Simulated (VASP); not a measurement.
# BiTe (R-3m) in VASP: notebook

Aim: see how the results for BiTe move with the level of theory and the settings. Levels: PBEsol-based screened hybrid, r2SCAN0. Tasks: single point.

Program: VASP 6.6.1. These are calculated values, not measurements. Logs are shortened: lines on timing, memory, paths and dates and some standing lists are left out, and cuts for length are marked.

**1. The cell of the first run**

The structure is trigonal, space group R-3m (No. 166). Conventional cell: a = 4.845 Å, b = 4.845 Å, c = 9.952 Å, α = 90.00°, β = 90.00°, γ = 120.00°. Bi (site symmetry -3m) has 6 Te at 3.25 Å within 4.3 Å. Within 4.3 Å of Te (site symmetry -3m) lie 6 Bi at 3.25 Å.

**2. Single point, PBEsol-based screened hybrid**

File POSCAR:

```
BiTe
1.0
    2.4227077728      1.3987509848      3.3172919545
   -2.4227077728      1.3987509848      3.3172919545
    0.0000000000     -2.7975019696      3.3172919545
Bi Te
1 1
Direct
    0.5000000000      0.5000000000      0.5000000000
    0.0000000000      0.0000000000      0.0000000000
```

File INCAR.step1:

```
ALGO = Normal ; EDIFF = 1E-5
ENCUT = 520 ; GGA = PE
ISIF = 2 ; ISMEAR = -1
LASPH = T ; LREAL = F
LWAVE = T ; NBANDS = 18
NELM = 100 ; PREC = Accurate
SIGMA = 0.05
```

File INCAR.step2:

```
AEXX = 0.25 ; ALGO = Normal
EDIFF = 1E-7 ; ENCUT = 520
GGA = PS ; HFSCREEN = 0.207
ISIF = 2 ; ISMEAR = -1
ISTART = 1 ; LASPH = T
LCHARG = T ; LELF = T
LHFCALC = T ; LREAL = F
LVHAR = T ; LWAVE = F
NBANDS = 18 ; NELM = 100
PREC = Accurate ; PRECFOCK = Normal
SIGMA = 0.05
```

File KPOINTS:

```
k-points
0
Gamma
  4 4 4
```

Potentials or basis: VASP PAW PBE potentials, release 64 (Bi_d, Te).

Started as:

```
$ cat potpaw_PBE.64/Bi_d/POTCAR potpaw_PBE.64/Te/POTCAR > POTCAR
$ cp INCAR.step1 INCAR
$ mpirun -np 1 vasp_std > vasp.out
$ cp INCAR.step2 INCAR
$ mpirun -np 1 vasp_std > vasp.out
```

OUTCAR:

```text
AEXX = 0.25
   EDIFF = 1E-7
   ENCUT = 520
   GGA = PS
   HFSCREEN = 0.207
   ISIF = 2
   ISMEAR = -1
   ISTART = 1
   LASPH = T
   LHFCALC = T
   LREAL = F
   NELM = 100
   PREC = Accurate
   PRECFOCK = Normal

 ion  position               nearest neighbor table
   1  0.500  0.500  0.500-   2 3.25   2 3.25   2 3.25   2 3.25   2 3.25   2 3.25
   2  0.000  0.000  0.000-   1 3.25   1 3.25   1 3.25   1 3.25   1 3.25   1 3.25

  LATTYP: Found a trigonal (rhomboedric) cell.
 ALAT       =     4.3394058558
 COS(alpha) =     0.3765932224

  Lattice vectors:

 A1 = (   2.4227077728,   1.3987509848,   3.3172919545)
 A2 = (  -2.4227077728,   1.3987509848,   3.3172919545)
 A3 = (   0.0000000000,  -2.7975019696,   3.3172919545)

Analysis of symmetry for initial positions (statically):
=====================================================================
 Subroutine PRICEL returns:
 Original cell was already a primitive cell.

 Routine SETGRP: Setting up the symmetry group for a
 trigonal (rhombohedral) supercell.

 Subroutine GETGRP returns: Found 12 space group operations
 (whereof 12 operations were pure point group operations)
 out of a pool of 12 trial point group operations.

The static configuration has the point symmetry D_3d.

Analysis of symmetry for dynamics (positions and initial velocities):
=====================================================================
 Subroutine PRICEL returns:
 Original cell was already a primitive cell.

 Routine SETGRP: Setting up the symmetry group for a
 trigonal (rhombohedral) supercell.

 Subroutine GETGRP returns: Found 12 space group operations
 (whereof 12 operations were pure point group operations)
 out of a pool of 12 trial point group operations.

The dynamic configuration has the point symmetry D_3d.

 Subroutine INISYM returns: Found 12 space group operations
 (whereof 12 operations are pure point group operations),
 and found     1 'primitive' translations

----------------------------------------------------------------------------------------

                                     Primitive cell

  volume of cell :      67.4491

  direct lattice vectors                    reciprocal lattice vectors
     2.422707773  1.398750985  3.317291954     0.206380648  0.119153923  0.100483568
    -2.422707773  1.398750985  3.317291954    -0.206380648  0.119153923  0.100483568
     0.000000000 -2.797501970  3.317291954     0.000000000 -0.238307845  0.100483568

  length of vectors
     4.339405856  4.339405856  4.339405856     0.258626326  0.258626326  0.258626326

  position of ions in fractional coordinates (direct lattice)
     0.500000000  0.500000000  0.500000000
     0.000000000  0.000000000  0.000000000

  ion indices of the primitive-cell ions
   primitive index   ion index
                 1           1
                 2           2

----------------------------------------------------------------------------------------

 KPOINTS: k-points

Automatic generation of k-mesh.
 Grid dimensions read from file:
 generate k-points for:    4    4    4

 Generating k-lattice:

  Cartesian coordinates                     Fractional coordinates (reciprocal lattice)
     0.051595162  0.029788481  0.025120892     0.250000000  0.000000000  0.000000000
    -0.051595162  0.029788481  0.025120892     0.000000000  0.250000000  0.000000000
     0.000000000 -0.059576961  0.025120892     0.000000000  0.000000000  0.250000000

  Length of vectors
     0.064656582  0.064656582  0.064656582

  Shift w.r.t. Gamma in fractional coordinates (k-lattice)
     0.000000000  0.000000000  0.000000000

 Subroutine IBZKPT returns following result:
 ===========================================

 Found     13 irreducible k-points:

 Following reciprocal coordinates:
            Coordinates               Weight
  0.000000  0.000000  0.000000      1.000000
  0.250000 -0.000000  0.000000      6.000000
  0.500000 -0.000000  0.000000      3.000000
  0.250000  0.250000  0.000000      6.000000
  0.500000  0.250000 -0.000000     12.000000
 -0.250000  0.250000  0.000000      6.000000
  0.500000  0.500000  0.000000      3.000000
  0.250000  0.250000  0.250000      2.000000
  0.500000  0.250000  0.250000      6.000000
 -0.250000  0.250000  0.250000      6.000000
  0.500000  0.500000  0.250000      6.000000
 -0.250000  0.500000  0.250000      6.000000
  0.500000  0.500000  0.500000      1.000000
   k-points           NKPTS =     13   k-points in BZ     NKDIM =     64   number of bands    NBANDS=     18
   number of dos      NEDOS =    301   number of ions     NIONS =      2
   total plane-waves  NPLWV =  32768
   dimension x,y,z NGX =    32 NGY =   32 NGZ =   32
   dimension x,y,z NGXF=    64 NGYF=   64 NGZF=   64
   ions per type =               1   1
   NGX,Y,Z   is equivalent  to a cutoff of  12.26, 12.26, 12.26 a.u.
   NGXF,Y,Z  is equivalent  to a cutoff of  24.52, 24.52, 24.52 a.u.
 SYSTEM =  unknown system
   PREC   = accura    normal or accurate (medium, high low for compatibility)
   ISTART =      1    job   : 0-new  1-cont  2-samecut
   ICHARG =      0    charge: 1-file 2-atom 10-const
   ISPIN  =      1    spin polarized calculation?
   LNONCOLLINEAR =      F non collinear calculations
   LSORBIT =      F    spin-orbit coupling
   LASPH  =      T    aspherical Exc in radial PAW
   ENCUT  =  520.0 eV  38.22 Ry    6.18 a.u.   8.07  8.07  8.07*2*pi/ulx,y,z
   NELM   =    100;   NELMIN=  2; NELMDL=  0     # of ELM steps
   EDIFF  = 0.1E-06   stopping-criterion for ELM
   LREAL  =      F    real-space projection
   EDIFFG = 0.1E-05   stopping-criterion for IOM
   NSW    =      0    number of steps for IOM
   IBRION =     -1    ionic relax: 0-MD 1-quasi-New 2-CG
   NFREE  =      0    steps in history (QN), initial steepest desc. (CG)
   ISIF   =      2    stress and relaxation
   ISYM   =      3    0-nonsym 1-usesym 2-fastsym
   POTIM  = 0.5000    time-step for ionic-motion
   TEBEG  =    0.0;   TEEND  =   0.0 temperature during run
   PSTRESS=    0.0 pullay stress
   NELECT =      21.0000    total number of electrons
   NUPDOWN=      -1.0000    fix difference up-down
   EMIN   =  10.00;   EMAX   =-10.00  energy-range for DOS
   EFERMI =   0.00;   METHOD = LEGACY
   ISMEAR =    -1;   SIGMA  =   0.05  broadening in eV -4-tet -1-fermi 0-gaus
   EFERMI_NEDOS =   21; number of points for ismear=-14 and -15
   IALGO  =     38    algorithm
   IMIX   =      1    mixing-type and parameters
     AMIX     =   0.40;   BMIX     =  1.00
     AMIX_MAG =   1.60;   BMIX_MAG =  1.00
  volume/ion in A,a.u.               =      33.72       227.58
  Fermi-wavevector in a.u.,A,eV,Ry     =   1.109573  2.096789 16.750837  1.231152
  Thomas-Fermi vector in A             =   2.246114
   LORBIT       =      0    0 simple, 1 ext, 2 COOP (PROOUT), +10 PAW based schemes
   GGA     = PS    functional components
   LHFCALC =     T    Hartree Fock is set to
   PRECFOCK=normal    Normal, Fast or Accurate (Low or Medium for compatibility)
   ENCUT4O =  -1.0   cutoff for four orbital integrals eV
   NKREDX  =     1    reduce k-point grid by
   NKREDY  =     1    reduce k-point grid by
   NKREDZ  =     1    reduce k-point grid by
   AEXX    =    0.2500 exact exchange contribution
   HFSCREEN=    0.2070 screening length (either q_TF or 0.3 A-1)
   HFSCREENC=   0.2070 screening length for correlation (either q_TF or 0.3 A-1)
   ENCUTFOCK=  -1.0 apply spherical cutoff to Coloumb kernel
   IVDW    =     0    specifies the selected vdW correction
   LEPSILON=     F    determine dielectric tensor
   LRPA    =     F    only Hartree local field effects (RPA)
 non-spin polarized calculation
  energy-cutoff  :      520.00
  volume of cell :       67.45
 maximum number of plane-waves:      1830
  NGX = 28; NGY = 28; NGZ = 28

 number of electron      20.9999996 magnetization

 Free energy of the ion-electron system (eV)
  ---------------------------------------------------
  ext. energy  EPLUGINS =         0.00000000
  ---------------------------------------------------
  free energy    TOTEN  =        -9.21054837 eV

  energy without entropy =       -9.20146540  energy(sigma->0) =       -9.20600688

 E-fermi :   6.5593     XC(G=0):  -7.9990

 val. band max:        6.2390346170   @ k =   0.2500   0.2500   0.2500
 cond. band min:       6.5749382152   @ k =  -0.2500   0.2500   0.0000
 fundamental gap:      0.3359035982
 Fermi energy:         6.5593018125

 k-point     1 :       0.0000    0.0000    0.0000
  band No.  band energies     occupation
      1     -18.9142      2.00000
      2     -18.9142      2.00000
      3     -18.9073      2.00000
      4     -18.9073      2.00000
      5     -18.8893      2.00000
      6      -8.5221      2.00000
[... 10 lines left out ...]
     17      13.5897      0.00000
     18      13.8379      0.00000

 k-point     2 :       0.2500   -0.0000    0.0000
  band No.  band energies     occupation
      1     -18.9158      2.00000
      2     -18.9156      2.00000
      3     -18.9082      2.00000
      4     -18.9025      2.00000
      5     -18.8877      2.00000
      6      -7.9349      2.00000
[... 10 lines left out ...]
     17      15.4825      0.00000
     18      16.1877      0.00000

 k-point     3 :       0.5000   -0.0000    0.0000
  band No.  band energies     occupation
      1     -18.9188      2.00000
      2     -18.9171      2.00000
      3     -18.9075      2.00000
      4     -18.8993      2.00000
      5     -18.8843      2.00000
      6      -6.4432      2.00000
[... 10 lines left out ...]
     17      14.8678      0.00000
     18      17.8951      0.00000

 k-point     4 :       0.2500    0.2500    0.0000
  band No.  band energies     occupation
      1     -18.9213      2.00000
      2     -18.9136      2.00000
      3     -18.9069      2.00000
      4     -18.8977      2.00000
      5     -18.8879      2.00000
      6      -7.7227      2.00000
[... 144 lines left out ...]
      4     -18.8884      2.00000
      5     -18.8883      2.00000
      6      -6.3905      2.00000
[... 10 lines left out ...]
     17      16.7446      0.00000
     18      17.4996      0.00000

 k-point    12 :      -0.2500    0.5000    0.2500
  band No.  band energies     occupation
      1     -18.9253      2.00000
      2     -18.9168      2.00000
      3     -18.9000      2.00000
      4     -18.8942      2.00000
      5     -18.8858      2.00000
      6      -5.9382      2.00000
[... 10 lines left out ...]
     17      16.1244      0.00000
     18      18.1246      0.00000

 k-point    13 :       0.5000    0.5000    0.5000
  band No.  band energies     occupation
      1     -18.9243      2.00000
      2     -18.9243      2.00000
      3     -18.8921      2.00000
      4     -18.8891      2.00000
      5     -18.8891      2.00000
      6      -6.0564      2.00000
[... 10 lines left out ...]
     17      16.2133      0.00000
     18      17.1662      0.00000

------------------------ aborting loop because EDIFF is reached ----------------------------------------

  FORCE on cell =-STRESS in cart. coord.  units (eV):
  Direction    XX          YY          ZZ          XY          YZ          ZX
  --------------------------------------------------------------------------------------
  -------------------------------------------------------------------------------------
  Total       -1.5636490     -1.5636490     -1.2318763      0.0000000      0.0000000      0.0000000
  in kB      -37.1427007    -37.1427007    -29.2618187      0.0000000      0.0000000      0.0000000
  external PRESSURE =     -34.5157400 kB  Pullay stress =       0.0000000 kB

 VOLUME and BASIS-vectors are now :
 -----------------------------------------------------------------------------
  energy-cutoff  :      520.00
  volume of cell :       67.45
      direct lattice vectors                 reciprocal lattice vectors
     2.422707773  1.398750985  3.317291954     0.206380648  0.119153923  0.100483568
    -2.422707773  1.398750985  3.317291954    -0.206380648  0.119153923  0.100483568
     0.000000000 -2.797501970  3.317291954     0.000000000 -0.238307845  0.100483568

 POSITION                                       TOTAL-FORCE (eV/Angst)
 -----------------------------------------------------------------------------------
      0.00000      0.00000      4.97594        -0.000000     -0.000000      0.000000
      0.00000      0.00000      0.00000         0.000000      0.000000      0.000000
 -----------------------------------------------------------------------------------
    total drift:                                0.000000      0.000000      0.000001

  FREE ENERGIE OF THE ION-ELECTRON SYSTEM (eV)
  ---------------------------------------------------
  free  energy   TOTEN  =        -9.2105483666 eV

  energy  without entropy=       -9.2014654020  energy(sigma->0) =       -9.20600688
```

Run time: 20 min. Hardware: 1 thread of Intel Xeon 6975P-C (Granite Rapids), shared host; peak memory 0.3 GiB.

Results:

- Free energy: -9.2105 eV
- Pressure: -3.5 GPa

Caveat: the k points lie up to 0.41 Å⁻¹ apart; the PAW data sets were made with another functional, which shifts forces and pressure a little; spin-orbit coupling is left out, which moves the levels of the heavy elements.

**3. Single point, r2SCAN0**

POSCAR is that of step 2.

File INCAR.step1:

```
ALGO     = Normal         # electronic algorithm
EDIFF    = 1E-5           # SCF threshold, eV
ENCUT    = 520            # plane-wave cutoff, eV
GGA      = PE             # functional
ISIF     = 2              # what is computed and relaxed
ISMEAR   = -1             # smearing method
LASPH    = T              # aspherical terms in the spheres
LCHARG   = F              # write CHGCAR
LREAL    = F              # projectors in reciprocal space
LWAVE    = T              # write WAVECAR
NBANDS   = 18             # bands
NELM     = 60             # most SCF steps
PREC     = Accurate       # precision mode
SIGMA    = 0.05           # smearing width, eV
```

File INCAR.step2:

```
AEXX     = 0.25           # exact-exchange fraction
ALGO     = Normal         # electronic algorithm
EDIFF    = 1E-6           # SCF threshold, eV
ENCUT    = 520            # plane-wave cutoff, eV
ISIF     = 2              # what is computed and relaxed
ISMEAR   = -1             # smearing method
ISTART   = 1            
LASPH    = T              # aspherical terms in the spheres
LCHARG   = F              # write CHGCAR
LHFCALC  = T              # exact exchange
LMIXTAU  = T            
LREAL    = F              # projectors in reciprocal space
LWAVE    = F              # write WAVECAR
METAGGA  = R2SCAN         # meta-GGA
NBANDS   = 18             # bands
NELM     = 60             # most SCF steps
PREC     = Accurate       # precision mode
PRECFOCK = Normal       
SIGMA    = 0.05           # smearing width, eV
```

KPOINTS is that of step 2.

Potentials or basis: VASP PAW PBE potentials, release 64 (Bi_d, Te).

Started as:

```
$ cat potpaw_PBE.64/Bi_d/POTCAR potpaw_PBE.64/Te/POTCAR > POTCAR
$ cp INCAR.step1 INCAR
$ mpirun -np 1 vasp_std > vasp.out
$ cp INCAR.step2 INCAR
$ mpirun -np 1 vasp_std > vasp.out
```

Run time: 13 min. Hardware: 1 thread of Intel Xeon 6975P-C (Granite Rapids), shared host; peak memory 0.21 GiB.

The run converged. Its results:

- Free energy: -67.8326 eV
- Pressure: -2.5 GPa

Stress tensor (GPa, compression positive):
```
-2.70  0.00  0.00
 0.00 -2.70  0.00
 0.00  0.00 -1.96
```

Levels at points of the mesh, in eV from the Fermi level:
| k point | band 6 | band 7 | band 8 | band 9 | band 10 | band 11 | band 12 | band 13 | band 14 | band 15 |
| --- | --- | --- | --- | --- | --- | --- | --- | --- | --- | --- |
| (0.00, 0.00, 0.00) | -15.90 | -9.61 | -4.03 | -4.03 | -2.59 | 2.48 | 3.33 | 3.33 | 4.96 | 4.96 |
| (0.50, 0.00, 0.00) | -13.73 | -13.35 | -2.74 | -2.66 | -1.69 | -1.33 | -1.03 | 0.67 | 7.80 | 8.07 |
| (0.50, 0.50, 0.00) | -13.79 | -11.70 | -7.11 | -5.83 | -4.52 | 3.16 | 3.88 | 4.55 | 5.66 | 9.31 |
| (0.50, 0.50, 0.50) | -13.33 | -12.84 | -3.29 | -3.29 | -3.05 | -2.10 | -1.81 | -1.81 | 9.30 | 9.79 |

Caveat: the k points lie up to 0.41 Å⁻¹ apart; the PAW data sets were made with another functional, which shifts forces and pressure a little; spin-orbit coupling is left out, which moves the levels of the heavy elements.
